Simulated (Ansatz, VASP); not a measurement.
This is a calculation of Te for Ansatz 0.2.0.

input.yaml

```yaml
crystal:
  lattice:
    - [2.2588318621, 1.3041371837, 1.6564347588]
    - [-2.2588318621, 1.3041371837, 1.6564347588]
    - [0.0, -2.6082743673, 1.6564347588]
  atoms:
    - { symbol: Te, position: [0.5, 0.5, 0.5], spin: 1.0 }
kpoints:
  mp_grid: { grid: [9, 9, 9] }
scf:
  occupations: { method: gaussian, width: 0.05 }
hamiltonian:
  xc: { exchange: pbesol, correlation: pbe }
  pseudopotentials:
    kind: all_electron
    lapw: { basis_error: 0.001 }
    dirac_shells: { Te: ["3p", "3d"] }
magnetization:
  spin_polarized: true
  initial_magnetization: 1.0
  spin_locking: { lock_magnetization: hard }
output:
  forces: true
  stress: true
  eigenvalues: true
```

Potentials or basis: all-electron LAPW, inner shells corrected to Dirac's equation.

Command:

```console
$ ansatz run input.yaml --threads 1 --pin off --max-ram 2560MiB --backend cpu --events-out ev --progress --plain --runs-dir out
```

Question: Translate it to VASP 6.6.1. Potentials there: VASP PAW PBE potentials, release 64 (Te).

Answer: As run (the cutoff follows the program's own potentials):

File INCAR:

```
PREC = Accurate
ENCUT = 500
EDIFF = 1E-6
ISMEAR = 0
SIGMA = 0.05
LREAL = F
LASPH = T
NELM = 200
ALGO = Normal
ISIF = 2
LWAVE = F
LCHARG = F
ISPIN = 2
MAGMOM = 1
LORBIT = 11
NUPDOWN = 1.0
GGA = LIBXC
LIBXC1 = GGA_X_PBE_SOL
LIBXC2 = GGA_C_PBE
NBANDS = 13
GGA_COMPAT = F
```

KPOINTS

```
Automatic mesh
0
Gamma
  9 9 9
```

File POSCAR:

```
Te
1.0
    2.2588318621      1.3041371837      1.6564347588
   -2.2588318621      1.3041371837      1.6564347588
    0.0000000000     -2.6082743673      1.6564347588
Te
1
Direct
    0.5000000000      0.5000000000      0.5000000000
```

Potentials or basis: VASP PAW PBE potentials, release 64 (Te).

Command:

```bash
$ cat potpaw_PBE.64/Te/POTCAR > POTCAR
$ mpirun -np 1 vasp_std > vasp.out
```

Both were run:

|  | VASP | Ansatz | Ansatz less VASP |
| --- | --- | --- | --- |
| pressure (GPa) | 8.1 | 8.1 | -0.02 |
| traceless stress, the component that is largest in VASP (GPa) | -1.24 | -1.23 | +0.012 |
| size of the moment on the site where the two differ most (μB) | 0.59 | 0.81 | +0.224 |

VASP's potentials were made for PBE, not for pbesol exchange, pbe correlation. Site moments also hang on the region over which each program counts them. Ansatz ran all-electron here, and VASP with PAW potentials.

Spin-orbit coupling is off throughout.
